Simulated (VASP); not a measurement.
Mg, 1 atom in the cell. Symmetry: Im-3m, No. 229, cubic system. Conventional cell: a = 3.498 Å, b = 3.498 Å, c = 3.498 Å, α = 90.00°, β = 90.00°, γ = 90.00°. Within 4.0 Å of Mg (site symmetry m-3m) lie 14 Mg at 3.03 to 3.50 Å.  This cell differs from its parent crystal: volume scaled by 0.96.

- Program: VASP 6.6.1
- Task: single point
- Functional: PBE
- Potentials or basis: VASP PAW PBE potentials, release 64 (Mg)
- Cutoff: 520 eV
- k mesh: 11 × 11 × 11
- Occupations: fermi-dirac, width 0.05 eV
- Spin: no spin polarisation
- Dipole correction: no
- Further INCAR settings: ALGO = Fast; EDIFF = 1e-06; NBANDS = 7

Potentials or basis: VASP PAW PBE potentials, release 64 (Mg).

The run is started by

```bash
$ cat potpaw_PBE.64/Mg/POTCAR > POTCAR
$ mpirun -np 1 vasp_std > vasp.out
```

Hardware: 1 thread of Intel(R) Xeon(R) Platinum 8259CL CPU @ 2.50GHz (Skylake/Cascade Lake), with other jobs on the host.

Q: How long does it take, and how much memory?

A: Run time: 4.7 s on 1 thread of Intel(R) Xeon(R) Platinum 8259CL CPU @ 2.50GHz (Skylake/Cascade Lake) (shared host), peak memory 0.13 GiB. Counts: scf iterations 9, k points 56.
